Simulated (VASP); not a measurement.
# Gd (P6_3/mmc) in VASP: settings compared

The runs below take Gd through single point, relaxation of cell and atoms, with revPBE+D4, RPBE, PBE.

Program: VASP 6.6.1. These are calculated values, not measurements. Logs are shortened: lines on timing, memory, paths and dates and some standing lists are left out, and cuts for length are marked.

## Step 1: The cell of the first run

The structure is hexagonal, space group P6_3/mmc (No. 194). The conventional cell has a = 3.630 Å, b = 3.630 Å, c = 5.810 Å, α = 90.00°, β = 90.00°, γ = 120.00°. Within 4.7 Å of Gd (site symmetry -6m2) lie 12 Gd at 3.58 to 3.63 Å.

## Step 2: Single point, revPBE+D4, collinear spin, ferromagnetic start

INCAR

```
SYSTEM = Gd
PREC = Accurate
ENCUT = 520
EDIFF = 1E-7
ISMEAR = -1
SIGMA = 0.05
LREAL = .False.
LASPH = .True.
NELM = 150
ALGO = Normal
ISIF = 2
LWAVE = .False.
LCHARG = .False.
ISPIN = 2
MAGMOM = 7 7
LORBIT = 11
LMAXMIX = 6
GGA = RE
IVDW = 13
NBANDS = 29
```

KPOINTS

```
Automatic mesh
0
Gamma
  8 8 5
  0 0 0
```

POSCAR

```
Gd
1.0
    3.6298816675      0.0000000000      0.0000000000
   -1.8149408337      3.1435697368      0.0000000000
    0.0000000000      0.0000000000      5.8103894849
Gd
2
Direct
    0.6666666667      0.3333333333      0.7500000000
    0.3333333333      0.6666666667      0.2500000000
```

Potentials or basis: VASP PAW PBE potentials, release 64 (Gd).

Run with:

```console
$ cat potpaw_PBE.64/Gd/POTCAR > POTCAR
$ mpirun -np 1 vasp_std > vasp.out
```

OUTCAR:

```text
SYSTEM = Gd
   PREC = Accurate
   ENCUT = 520
   EDIFF = 1E-7
   ISMEAR = -1
   LREAL = .False.
   LASPH = .True.
   NELM = 150
   ISIF = 2
   ISPIN = 2
   LORBIT = 11
   GGA = RE
   IVDW = 13

 ion  position               nearest neighbor table
   1  0.667  0.333  0.750-
   2  0.333  0.667  0.250-

  LATTYP: Found a hexagonal cell.
 ALAT       =     3.6298816675
 C/A-ratio  =     1.6007104410

  Lattice vectors:

 A1 = (   3.6298816675,   0.0000000000,   0.0000000000)
 A2 = (  -1.8149408337,   3.1435697368,   0.0000000000)
 A3 = (   0.0000000000,   0.0000000000,   5.8103894849)

Analysis of symmetry for initial positions (statically):
=====================================================================
 Subroutine PRICEL returns:
 Original cell was already a primitive cell.

 Routine SETGRP: Setting up the symmetry group for a
 hexagonal supercell.

 Subroutine GETGRP returns: Found 24 space group operations
 (whereof 12 operations were pure point group operations)
 out of a pool of 24 trial point group operations.

The static configuration has the point symmetry D_3d.
 The point group associated with its full space group is D_6h.

Analysis of symmetry for dynamics (positions and initial velocities):
=====================================================================
 Subroutine PRICEL returns:
 Original cell was already a primitive cell.

 Routine SETGRP: Setting up the symmetry group for a
 hexagonal supercell.

 Subroutine GETGRP returns: Found 24 space group operations
 (whereof 12 operations were pure point group operations)
 out of a pool of 24 trial point group operations.

The dynamic configuration has the point symmetry D_3d.
 The point group associated with its full space group is D_6h.

Analysis of structural, dynamic, and magnetic symmetry:
=====================================================================
 Subroutine PRICEL returns:
 Original cell was already a primitive cell.

 Routine SETGRP: Setting up the symmetry group for a
 hexagonal supercell.

 Subroutine GETGRP returns: Found 24 space group operations
 (whereof 12 operations were pure point group operations)
 out of a pool of 24 trial point group operations.

The overall configuration has the point symmetry D_3d.
 The point group associated with its full space group is D_6h.

 Subroutine INISYM returns: Found 24 space group operations
 (whereof 12 operations are pure point group operations),
 and found     1 'primitive' translations

----------------------------------------------------------------------------------------

                                     Primitive cell

  volume of cell :      66.3011

  direct lattice vectors                    reciprocal lattice vectors
     3.629881667  0.000000000  0.000000000     0.275491074  0.159054846  0.000000000
    -1.814940834  3.143569737  0.000000000     0.000000000  0.318109692  0.000000000
     0.000000000  0.000000000  5.810389485     0.000000000  0.000000000  0.172105502

  length of vectors
     3.629881667  3.629881667  5.810389485     0.318109692  0.318109692  0.172105502

  position of ions in fractional coordinates (direct lattice)
     0.666666667  0.333333333  0.750000000
     0.333333333  0.666666667  0.250000000

  ion indices of the primitive-cell ions
   primitive index   ion index
                 1           1
                 2           2

----------------------------------------------------------------------------------------

 KPOINTS: Automatic mesh

Automatic generation of k-mesh.
 Grid dimensions read from file:
 generate k-points for:    8    8    5

 Generating k-lattice:

  Cartesian coordinates                     Fractional coordinates (reciprocal lattice)
     0.034436384  0.019881856  0.000000000     0.125000000  0.000000000  0.000000000
     0.000000000  0.039763711  0.000000000     0.000000000  0.125000000  0.000000000
     0.000000000  0.000000000  0.034421100     0.000000000  0.000000000  0.200000000

  Length of vectors
     0.039763711  0.039763711  0.034421100

  Shift w.r.t. Gamma in fractional coordinates (k-lattice)
     0.000000000  0.000000000  0.000000000

 Subroutine IBZKPT returns following result:
 ===========================================

 Found     30 irreducible k-points:

 Following reciprocal coordinates:
            Coordinates               Weight
  0.000000  0.000000  0.000000      1.000000
  0.125000 -0.000000  0.000000      6.000000
  0.250000 -0.000000  0.000000      6.000000
  0.375000  0.000000  0.000000      6.000000
  0.500000 -0.000000  0.000000      3.000000
  0.125000  0.125000  0.000000      6.000000
[... 16 lines left out ...]
  0.250000 -0.000000  0.400000     12.000000
  0.375000  0.000000  0.400000     12.000000
 [... further k-points ...]
   k-points           NKPTS =     30   k-points in BZ     NKDIM =     30   number of bands    NBANDS=     29
   number of dos      NEDOS =    301   number of ions     NIONS =      2
   total plane-waves  NPLWV =  37632
   dimension x,y,z NGX =    28 NGY =   28 NGZ =   48
   dimension x,y,z NGXF=    56 NGYF=   56 NGZF=   96
   ions per type =               2
   NGX,Y,Z   is equivalent  to a cutoff of  12.82, 12.82, 13.73 a.u.
   NGXF,Y,Z  is equivalent  to a cutoff of  25.65, 25.65, 27.47 a.u.
 SYSTEM =  Gd
   PREC   = accura    normal or accurate (medium, high low for compatibility)
   ISTART =      0    job   : 0-new  1-cont  2-samecut
   ICHARG =      2    charge: 1-file 2-atom 10-const
   ISPIN  =      2    spin polarized calculation?
   LNONCOLLINEAR =      F non collinear calculations
   LSORBIT =      F    spin-orbit coupling
   LASPH  =      T    aspherical Exc in radial PAW
   ENCUT  =  520.0 eV  38.22 Ry    6.18 a.u.   6.75  6.75 10.80*2*pi/ulx,y,z
   NELM   =    150;   NELMIN=  2; NELMDL= -5     # of ELM steps
   EDIFF  = 0.1E-06   stopping-criterion for ELM
   LREAL  =      F    real-space projection
   EDIFFG = 0.1E-05   stopping-criterion for IOM
   NSW    =      0    number of steps for IOM
   IBRION =     -1    ionic relax: 0-MD 1-quasi-New 2-CG
   NFREE  =      0    steps in history (QN), initial steepest desc. (CG)
   ISIF   =      2    stress and relaxation
   ISYM   =      2    0-nonsym 1-usesym 2-fastsym
   POTIM  = 0.5000    time-step for ionic-motion
   TEBEG  =    0.0;   TEEND  =   0.0 temperature during run
   PSTRESS=    0.0 pullay stress
   NELECT =      36.0000    total number of electrons
   NUPDOWN=      -1.0000    fix difference up-down
   EMIN   =  10.00;   EMAX   =-10.00  energy-range for DOS
   EFERMI =   0.00;   METHOD = LEGACY
   ISMEAR =    -1;   SIGMA  =   0.05  broadening in eV -4-tet -1-fermi 0-gaus
   EFERMI_NEDOS =   21; number of points for ismear=-14 and -15
   IALGO  =     38    algorithm
   IMIX   =      4    mixing-type and parameters
     AMIX     =   0.40;   BMIX     =  1.00
     AMIX_MAG =   1.60;   BMIX_MAG =  1.00
  volume/ion in A,a.u.               =      33.15       223.71
  Fermi-wavevector in a.u.,A,eV,Ry     =   1.335576  2.523873 24.269586  1.783764
  Thomas-Fermi vector in A             =   2.464270
   LORBIT       =     11    0 simple, 1 ext, 2 COOP (PROOUT), +10 PAW based schemes
   GGA     = RE    functional components
   LHFCALC =     F    Hartree Fock is set to
   AEXX    =    0.0000 exact exchange contribution
   IVDW    =    13    specifies the selected vdW correction
   LEPSILON=     F    determine dielectric tensor
   LRPA    =     F    only Hartree local field effects (RPA)
 spin polarized calculation
  energy-cutoff  :      520.00
  volume of cell :       66.30
 maximum number of plane-waves:      1797
 NGX is ok and might be reduce to    28
   NGX = 13   NGY = 13   NGZ = 21

 number of electron      36.0000009 magnetization      15.2917507

 Free energy of the ion-electron system (eV)
  ---------------------------------------------------
  ext. energy  EPLUGINS =         0.00000000
  ---------------------------------------------------
  free energy    TOTEN  =       -22.98748408 eV

  energy without entropy =      -22.96126054  energy(sigma->0) =      -22.97437231

 E-fermi :   3.0473     XC(G=0):  -9.8813

 val. band max:        3.0406026409   @ k =   0.1250  -0.0000   0.4000
 cond. band min:       3.0647107816   @ k =   0.2500   0.2500   0.0000
 fundamental gap:      0.0241081407
 Fermi energy:         3.0472627026

 spin component 1

 k-point     1 :       0.0000    0.0000    0.0000
  band No.  band energies     occupation
      1     -42.3318      1.00000
      2     -42.2654      1.00000
      3     -20.0522      1.00000
      4     -19.4434      1.00000
      5     -19.4434      1.00000
      6     -19.3420      1.00000
[... 21 lines left out ...]
     28       4.4869      0.00000
     29       4.9922      0.00000

 k-point     2 :       0.1250   -0.0000    0.0000
  band No.  band energies     occupation
      1     -42.3242      1.00000
      2     -42.2622      1.00000
      3     -20.0188      1.00000
      4     -19.5172      1.00000
      5     -19.4672      1.00000
      6     -19.4186      1.00000
[... 21 lines left out ...]
     28       4.7464      0.00000
     29       4.9919      0.00000

 k-point     3 :       0.2500   -0.0000    0.0000
  band No.  band energies     occupation
      1     -42.3048      1.00000
      2     -42.2553      1.00000
      3     -19.9288      1.00000
      4     -19.6946      1.00000
      5     -19.5947      1.00000
      6     -19.5214      1.00000
[... 638 lines left out ...]
      5     -19.5561      1.00000
      6     -19.4733      1.00000
[... 21 lines left out ...]
     28       4.1269      0.00000
     29       5.0269      0.00000

 k-point    24 :       0.3750    0.0000    0.4000
  band No.  band energies     occupation
      1     -42.2720      1.00000
      2     -42.2619      1.00000
      3     -19.9495      1.00000
      4     -19.8997      1.00000
      5     -19.5707      1.00000
      6     -19.5175      1.00000
[... 21 lines left out ...]
     28       4.2679      0.00000
     29       5.1439      0.00000

 [... further k-points ...]

 spin component 2

 k-point     1 :       0.0000    0.0000    0.0000
  band No.  band energies     occupation
      1     -39.0436      1.00000
      2     -38.9599      1.00000
      3     -17.7992      1.00000
      4     -17.0606      1.00000
      5     -17.0606      1.00000
      6     -16.9418      1.00000
[... 21 lines left out ...]
     28       5.7115      0.00000
     29       6.2190      0.00000

 k-point     2 :       0.1250   -0.0000    0.0000
  band No.  band energies     occupation
      1     -39.0339      1.00000
      2     -38.9558      1.00000
      3     -17.7588      1.00000
      4     -17.1508      1.00000
      5     -17.0897      1.00000
      6     -17.0354      1.00000
[... 21 lines left out ...]
     28       5.9131      0.00000
     29       6.2743      0.00000

 k-point     3 :       0.2500   -0.0000    0.0000
  band No.  band energies     occupation
      1     -39.0095      1.00000
      2     -38.9471      1.00000
      3     -17.6497      1.00000
      4     -17.3680      1.00000
      5     -17.2476      1.00000
      6     -17.1557      1.00000
[... 638 lines left out ...]
      5     -17.2006      1.00000
      6     -17.0980      1.00000
[... 21 lines left out ...]
     28       5.3317      0.00000
     29       6.1883      0.00000

 k-point    24 :       0.3750    0.0000    0.4000
  band No.  band energies     occupation
      1     -38.9680      1.00000
      2     -38.9554      1.00000
      3     -17.6733      1.00000
      4     -17.6136      1.00000
      5     -17.2186      1.00000
      6     -17.1512      1.00000
[... 21 lines left out ...]
     28       5.4974      0.00000
     29       6.2915      0.00000

 [... further k-points ...]

------------------------ aborting loop because EDIFF is reached ----------------------------------------

  DFT-D4 for vdW energy calculation

  Edisp (eV):   -0.74747

  FORCE on cell =-STRESS in cart. coord.  units (eV):
  Direction    XX          YY          ZZ          XY          YZ          ZX
  --------------------------------------------------------------------------------------
  -------------------------------------------------------------------------------------
  Total      -0.00346    -0.00346    -0.00976    -0.00000     0.00000     0.00000
  in kB      -0.08365    -0.08365    -0.23589    -0.00000     0.00000     0.00000
  external pressure =       -0.13 kB  Pullay stress =        0.00 kB

 VOLUME and BASIS-vectors are now :
 -----------------------------------------------------------------------------
  energy-cutoff  :      520.00
  volume of cell :       66.30
      direct lattice vectors                 reciprocal lattice vectors
     3.629881667  0.000000000  0.000000000     0.275491074  0.159054846  0.000000000
    -1.814940834  3.143569737  0.000000000     0.000000000  0.318109692  0.000000000
     0.000000000  0.000000000  5.810389485     0.000000000  0.000000000  0.172105502

 POSITION                                       TOTAL-FORCE (eV/Angst)
 -----------------------------------------------------------------------------------
      1.81494      1.04786      4.35779         0.000000      0.000000      0.000000
     -0.00000      2.09571      1.45260        -0.000000      0.000000      0.000000
 -----------------------------------------------------------------------------------
    total drift:                               -0.000000      0.000000     -0.000000

  FREE ENERGIE OF THE ION-ELECTRON SYSTEM (eV)
  ---------------------------------------------------
  free  energy   TOTEN  =       -23.7349549348 eV

  energy  without entropy=      -23.7087314043  energy(sigma->0) =      -23.72184317

 total charge

# of ion       s       p       d       f       tot
--------------------------------------------------
    1        2.073   5.578   0.569   6.978  15.197
    2        2.073   5.578   0.569   6.978  15.197
--------------------------------------------------
tot          4.147  11.155   1.137  13.955  30.394

 magnetization (x)

# of ion       s       p       d       f       tot
--------------------------------------------------
    1        0.004  -0.056   0.218   6.827   6.992
    2        0.004  -0.056   0.218   6.827   6.992
--------------------------------------------------
tot          0.007  -0.113   0.436  13.655  13.985
```

It took 12 min on 1 thread of Intel Xeon 8259CL, shared host; peak memory 0.28 GiB.

Results:

* Free energy: -23.7350 eV
* Pressure: 0.0 GPa
* Net moment: 15.29 μB per cell
* Site moments: Gd +6.99 μB
* Valence electrons inside the program's atomic spheres: Gd 15.20
* Dispersion energy per atom: -0.374 eV

Caveat: the PAW data sets were made with another functional, which shifts forces and pressure a little; spin-orbit coupling is left out, which moves the levels of the heavy elements; semilocal functionals describe open f shells poorly, which spoils levels, moments and volumes.

## Step 3: Single point, RPBE, collinear spin, ferromagnetic start

This run uses another cell than the first one, of 35.44 Å³/atom.

INCAR

```
PREC     = Accurate       # precision mode
ENCUT    = 520            # plane-wave cutoff, eV
EDIFF    = 1E-6           # SCF threshold, eV
ISMEAR   = -1             # smearing method
SIGMA    = 0.05           # smearing width, eV
LREAL    = F              # projectors in reciprocal space
LASPH    = T              # aspherical terms in the spheres
NELM     = 150            # most SCF steps
ALGO     = Normal         # electronic algorithm
ISIF     = 2              # what is computed and relaxed
LWAVE    = F              # write WAVECAR
LCHARG   = F              # write CHGCAR
ISPIN    = 2              # spin polarisation
MAGMOM   = 7 7            # initial moments
LORBIT   = 11             # projections on sites
LMAXMIX  = 6              # l up to which the mixer works
GGA      = RP             # functional
NBANDS   = 29             # bands
```

KPOINTS

```
Automatic mesh
0
Gamma
  8 8 5
```

POSCAR

```
Gd
1.0
    3.7094955005      0.0000000000      0.0000000000
   -1.8547477503      3.2125173387      0.0000000000
    0.0000000000      0.0000000000      5.9486758184
Gd
2
Direct
    0.6666666667      0.3333333333      0.7500000000
    0.3333333333      0.6666666667      0.2500000000
```

Potentials or basis: VASP PAW PBE potentials, release 64 (Gd).

Run with:

```console
$ cat potpaw_PBE.64/Gd/POTCAR > POTCAR
$ mpirun -np 1 vasp_std > vasp.out
```

Run time: 8.7 min. Hardware: 1 thread of Intel Xeon 8259CL, shared host; peak memory 0.28 GiB.

It converged, with:

```
Free energy                                           : -22.9480 eV
Pressure                                              : -0.2 GPa
Net moment                                            : 15.35 μB per cell
Site moments                                          : Gd +6.99 μB
Valence electrons inside the program's atomic spheres : Gd 15.17
```

Levels at points of the mesh, in eV from the Fermi level:
Spin up:
```
           k point  band 24  band 25  band 26  band 27  band 28  band 29
(0.00, 0.00, 0.00)    -2.44     0.67     1.28     1.28     1.36     1.84
(0.50, 0.00, 0.00)    -1.62    -1.22    -0.30     0.91     1.07     1.60
```
Spin down:
| k point | band 6 | band 7 | band 8 | band 9 | band 10 | band 11 | band 12 | band 13 | band 14 | band 15 |
| --- | --- | --- | --- | --- | --- | --- | --- | --- | --- | --- |
| (0.00, 0.00, 0.00) | -20.19 | -20.18 | -20.18 | -4.05 | -1.29 | 0.29 | 0.31 | 0.35 | 0.39 | 0.40 |
| (0.50, 0.00, 0.00) | -20.43 | -20.35 | -20.26 | -0.97 | -0.78 | -0.50 | 0.32 | 0.37 | 0.42 | 0.42 |

Caveat: the PAW data sets were made with another functional, which shifts forces and pressure a little; spin-orbit coupling is left out, which moves the levels of the heavy elements; semilocal functionals describe open f shells poorly, which spoils levels, moments and volumes. The state reached can hang on the start; a lower one may exist.

(Part 1 of 2 ends here.)
